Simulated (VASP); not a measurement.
# Mo (Im-3m) in VASP: notebook

Mo is run at these levels: PBE, r2SCAN; tasks: single point.

All numbers are computed with VASP 6.6.1; they aren't measurements. Logs are shortened: lines on timing, memory, paths and dates and some standing lists are left out, and cuts for length are marked.

### Step 1. The cell of the first run

Symmetry: Im-3m, No. 229, cubic system. Conventional cell: a = 3.147 Å, b = 3.147 Å, c = 3.147 Å, α = 90.00°, β = 90.00°, γ = 90.00°. Mo (site symmetry m-3m) has 14 Mo at 2.73 to 3.15 Å within 3.6 Å.

### Step 2. Single point, PBE

Input file INCAR:

```
SYSTEM = Mo
ALGO     = Normal         ! electronic algorithm
EDIFF    = 1E-6           ! SCF threshold, eV
ENCUT    = 520            ! plane-wave cutoff, eV
GGA      = PE             ! functional
ISIF     = 2              ! what is computed and relaxed
ISMEAR   = 0              ! smearing method
LASPH    = .True.         ! aspherical terms in the spheres
LCHARG   = .False.        ! write CHGCAR
LREAL    = .False.        ! projectors in reciprocal space
LWAVE    = .False.        ! write WAVECAR
NBANDS   = 13             ! bands
NELM     = 80             ! most SCF steps
PREC     = Accurate       ! precision mode
SIGMA    = 0.05           ! smearing width, eV
```

Input file KPOINTS:

```
k-points
0
Gamma
  8 8 8
  0 0 0
```

Input file POSCAR:

```
Mo
1.0
   -1.5734150000      1.5734150000      1.5734150000
    1.5734150000     -1.5734150000      1.5734150000
    1.5734150000      1.5734150000     -1.5734150000
Mo
1
Direct
    0.0000000000      0.0000000000      0.0000000000
```

Potentials or basis: VASP PAW PBE potentials, release 64 (Mo_sv).

The run is started by

```sh
$ cat potpaw_PBE.64/Mo_sv/POTCAR > POTCAR
$ mpirun -np 1 vasp_std > vasp.out
```

OUTCAR:

```text
SYSTEM = Mo
   EDIFF = 1E-6
   ENCUT = 520
   GGA = PE
   ISIF = 2
   ISMEAR = 0
   LASPH = .True.
   LREAL = .False.
   NELM = 80
   PREC = Accurate

 ion  position               nearest neighbor table
   1  0.000  0.000  0.000-

  LATTYP: Found a body centered cubic cell.
 ALAT       =     3.1468300000

  Lattice vectors:

 A1 = (  -1.5734150000,   1.5734150000,   1.5734150000)
 A2 = (   1.5734150000,  -1.5734150000,   1.5734150000)
 A3 = (   1.5734150000,   1.5734150000,  -1.5734150000)

Analysis of symmetry for initial positions (statically):
=====================================================================
 Subroutine PRICEL returns:
 Original cell was already a primitive cell.

 Routine SETGRP: Setting up the symmetry group for a
 body centered cubic supercell.

 Subroutine GETGRP returns: Found 48 space group operations
 (whereof 48 operations were pure point group operations)
 out of a pool of 48 trial point group operations.

The static configuration has the point symmetry O_h .

Analysis of symmetry for dynamics (positions and initial velocities):
=====================================================================
 Subroutine PRICEL returns:
 Original cell was already a primitive cell.

 Routine SETGRP: Setting up the symmetry group for a
 body centered cubic supercell.

 Subroutine GETGRP returns: Found 48 space group operations
 (whereof 48 operations were pure point group operations)
 out of a pool of 48 trial point group operations.

The dynamic configuration has the point symmetry O_h .

 Subroutine INISYM returns: Found 48 space group operations
 (whereof 48 operations are pure point group operations),
 and found     1 'primitive' translations

----------------------------------------------------------------------------------------

                                     Primitive cell

  volume of cell :      15.5808

  direct lattice vectors                    reciprocal lattice vectors
    -1.573415000  1.573415000  1.573415000     0.000000000  0.317780115  0.317780115
     1.573415000 -1.573415000  1.573415000     0.317780115  0.000000000  0.317780115
     1.573415000  1.573415000 -1.573415000     0.317780115  0.317780115  0.000000000

  length of vectors
     2.725234721  2.725234721  2.725234721     0.449408949  0.449408949  0.449408949

  position of ions in fractional coordinates (direct lattice)
     0.000000000  0.000000000  0.000000000

  ion indices of the primitive-cell ions
[... 81 lines left out ...]
   ISYM   =      2    0-nonsym 1-usesym 2-fastsym
   POTIM  = 0.5000    time-step for ionic-motion
   TEBEG  =    0.0;   TEEND  =   0.0 temperature during run
   PSTRESS=    0.0 pullay stress
   NELECT =      14.0000    total number of electrons
   NUPDOWN=      -1.0000    fix difference up-down
   EMIN   =  10.00;   EMAX   =-10.00  energy-range for DOS
   EFERMI =   0.00;   METHOD = LEGACY
   ISMEAR =     0;   SIGMA  =   0.05  broadening in eV -4-tet -1-fermi 0-gaus
   EFERMI_NEDOS =   21; number of points for ismear=-14 and -15
   IALGO  =     38    algorithm
   IMIX   =      4    mixing-type and parameters
     AMIX     =   0.40;   BMIX     =  1.00
     AMIX_MAG =   1.60;   BMIX_MAG =  1.00
  volume/ion in A,a.u.               =      15.58       105.14
  Fermi-wavevector in a.u.,A,eV,Ry     =   1.579747  2.985289 33.954710  2.495601
  Thomas-Fermi vector in A             =   2.680079
   LORBIT       =      0    0 simple, 1 ext, 2 COOP (PROOUT), +10 PAW based schemes
   GGA     = PE    functional components
   LHFCALC =     F    Hartree Fock is set to
   AEXX    =    0.0000 exact exchange contribution
   IVDW    =     0    specifies the selected vdW correction
   LEPSILON=     F    determine dielectric tensor
   LRPA    =     F    only Hartree local field effects (RPA)
 non-spin polarized calculation
 Gauss-broadening in eV      SIGMA  =   0.05
  energy-cutoff  :      520.00
  volume of cell :       15.58
 maximum number of plane-waves:       429
   NGX = 11   NGY = 11   NGZ = 11

 number of electron      14.0000001 magnetization

 Free energy of the ion-electron system (eV)
  ---------------------------------------------------
  ext. energy  EPLUGINS =         0.00000000
  ---------------------------------------------------
  free energy    TOTEN  =       -10.90949499 eV

  energy without entropy =      -10.90809182  energy(sigma->0) =      -10.90879341

 E-fermi :  12.5053     XC(G=0): -13.4109

 val. band max:       12.5045674416   @ k =  -0.2500   0.2500   0.1250
 cond. band min:      12.6542356719   @ k =   0.3750   0.0000   0.0000
 fundamental gap:      0.1496682303
 Fermi energy:        12.5053012549

 k-point     1 :       0.0000    0.0000    0.0000
  band No.  band energies     occupation
      1     -48.6476      2.00000
      2     -21.9056      2.00000
      3     -21.9056      2.00000
      4     -21.9056      2.00000
      5       5.3991      2.00000
      6      11.2689      2.00000
      7      11.2689      2.00000
      8      11.2689      2.00000
      9      14.3071      0.00000
     10      14.3071      0.00000
     11      27.4830      0.00000
     12      27.4830      0.00000
     13      27.4830      0.00000
[... 354 lines left out ...]
  band No.  band energies     occupation
      1     -48.3201      2.00000
      2     -22.9555      2.00000
      3     -22.5543      2.00000
      4     -22.4262      2.00000
      5       8.6874      2.00000
      6       9.2599      2.00000
      7      12.0086      2.00000
      8      12.8480      0.00000
      9      15.5358      0.00000
     10      17.6705      0.00000
     11      26.4964      0.00000
     12      28.5385      0.00000
     13      29.5871      0.00000

 [... further k-points ...]

------------------------ aborting loop because EDIFF is reached ----------------------------------------

  FORCE on cell =-STRESS in cart. coord.  units (eV):
  Direction    XX          YY          ZZ          XY          YZ          ZX
  --------------------------------------------------------------------------------------
  -------------------------------------------------------------------------------------
  Total        0.4651486      0.4651486      0.4651486      0.0000000      0.0000000      0.0000000
  in kB       47.8313252     47.8313252     47.8313252      0.0000000      0.0000000      0.0000000
  external PRESSURE =      47.8313252 kB  Pullay stress =       0.0000000 kB

 VOLUME and BASIS-vectors are now :
 -----------------------------------------------------------------------------
  energy-cutoff  :      520.00
  volume of cell :       15.58
      direct lattice vectors                 reciprocal lattice vectors
    -1.573415000  1.573415000  1.573415000     0.000000000  0.317780115  0.317780115
     1.573415000 -1.573415000  1.573415000     0.317780115  0.000000000  0.317780115
     1.573415000  1.573415000 -1.573415000     0.317780115  0.317780115  0.000000000

 POSITION                                       TOTAL-FORCE (eV/Angst)
 -----------------------------------------------------------------------------------
      0.00000      0.00000      0.00000         0.000000     -0.000000      0.000000
 -----------------------------------------------------------------------------------
    total drift:                                0.000000     -0.000000      0.000000

  FREE ENERGIE OF THE ION-ELECTRON SYSTEM (eV)
  ---------------------------------------------------
  free  energy   TOTEN  =       -10.9094949906 eV

  energy  without entropy=      -10.9080918198  energy(sigma->0) =      -10.90879341
```

stdout:

```text
POSCAR found type information on POSCAR Mo
 POSCAR found :  1 types and       1 ions
 scaLAPACK will be used
 LDA part: xc-table for (Slater+PW92), standard interpolation
 POSCAR, INCAR and KPOINTS ok, starting setup
 FFT: planning ... GRIDC
 FFT: planning ... GRID_SOFT
 FFT: planning ... GRID
 WAVECAR not read
 entering main loop
```

Run time: 2.8 s. Hardware: 1 thread of AMD EPYC 9R45 (Zen 5), shared host; peak memory 0.09 GiB.

Results:

```
Free energy            : -10.9095 eV
Pressure               : 4.8 GPa
Band gap on the k mesh : zero (band 7 reaches 16.64 eV, above the bottom of band 8 at 11.27 eV)
```

### Step 3. Single point, PBE

This run uses another cell than the first one, of 15.83 Å³/atom, 1.016 times its volume.

Input file INCAR:

```
  PREC = Accurate
  ENCUT = 520
  EDIFF = 1E-7
  ISMEAR = 0
  SIGMA = 0.05
  LREAL = False
  LASPH = True
  NELM = 60
  ALGO = Normal
  ISIF = 2
  LWAVE = False
  LCHARG = False
  GGA = PE
  NBANDS = 13
```

Input file KPOINTS:

```
regular mesh
0
Gamma
  8 8 8
```

Input file POSCAR:

```
Mo
1.0
   -1.5816602142      1.5816602142      1.5816602142
    1.5816602142     -1.5816602142      1.5816602142
    1.5816602142      1.5816602142     -1.5816602142
Mo
1
Direct
    0.0000000000      0.0000000000      0.0000000000
```

Potentials or basis: VASP PAW PBE potentials, release 64 (Mo_sv).

The run is started by

```sh
$ cat potpaw_PBE.64/Mo_sv/POTCAR > POTCAR
$ mpirun -np 1 vasp_std > vasp.out
```

Run time: 3.1 s. Hardware: 1 thread of AMD EPYC 9R45 (Zen 5), shared host; peak memory 0.09 GiB.

It converged, with:

| Quantity | Value |
| --- | --- |
| Free energy | -10.9136 eV |
| Pressure | 0.5 GPa |
| Band gap on the k mesh | zero (band 7 reaches 16.30 eV, above the bottom of band 8 at 11.05 eV) |

Levels at points of the mesh, in eV from the Fermi level:
| k point | band 5 | band 6 | band 7 | band 8 | band 9 | band 10 |
| --- | --- | --- | --- | --- | --- | --- |
| (0.00, 0.00, 0.00) | -7.06 | -1.22 | -1.22 | -1.22 | 1.76 | 1.76 |
| (0.50, 0.00, 0.00) | -5.12 | -3.22 | 1.71 | 1.78 | 2.40 | 4.78 |
| (0.50, 0.50, 0.50) | -5.22 | -5.22 | 4.03 | 4.03 | 4.03 | 9.10 |

### Step 4. Single point, PBE

This run uses another cell than the first one, of 16.02 Å³/atom, 1.028 times its volume.

Input file INCAR:

```
  ALGO = Fast
  EDIFF = 1E-7
  ENCUT = 520
  GGA = PE
  ISIF = 2
  ISMEAR = 0
  LASPH = True
  LCHARG = False
  LREAL = False
  LWAVE = False
  NBANDS = 13
  NELM = 80
  PREC = Accurate
  SIGMA = 0.05
```

Input file KPOINTS:

```
k-points
0
Gamma
  8 8 8
```

Input file POSCAR:

```
Mo
1.0
   -1.5881451298      1.5881451298      1.5881451298
    1.5881451298     -1.5881451298      1.5881451298
    1.5881451298      1.5881451298     -1.5881451298
Mo
1
Direct
    0.0000000000      0.0000000000      0.0000000000
```

The run is started by

```sh
$ cat potpaw_PBE.64/Mo_sv/POTCAR > POTCAR
$ mpirun -np 1 vasp_std > vasp.out
```

Run time: 4.1 s. Hardware: 1 thread of AMD EPYC 9R45 (Zen 5), shared host; peak memory 0.09 GiB.

The run converged. Its results:

| Quantity | Value |
| --- | --- |
| Free energy | -10.9124 eV |
| Pressure | -2.6 GPa |
| Band gap on the k mesh | zero (band 7 reaches 16.03 eV, above the bottom of band 8 at 10.88 eV) |

Levels at points of the mesh, in eV from the Fermi level:
| k point | band 5 | band 6 | band 7 | band 8 | band 9 | band 10 |
| --- | --- | --- | --- | --- | --- | --- |
| (0.00, 0.00, 0.00) | -7.03 | -1.20 | -1.20 | -1.20 | 1.73 | 1.73 |
| (0.50, 0.00, 0.00) | -5.06 | -3.17 | 1.66 | 1.75 | 2.36 | 4.69 |
| (0.50, 0.50, 0.50) | -5.13 | -5.13 | 3.96 | 3.96 | 3.96 | 9.00 |

(Continued in part 2 of 2.)
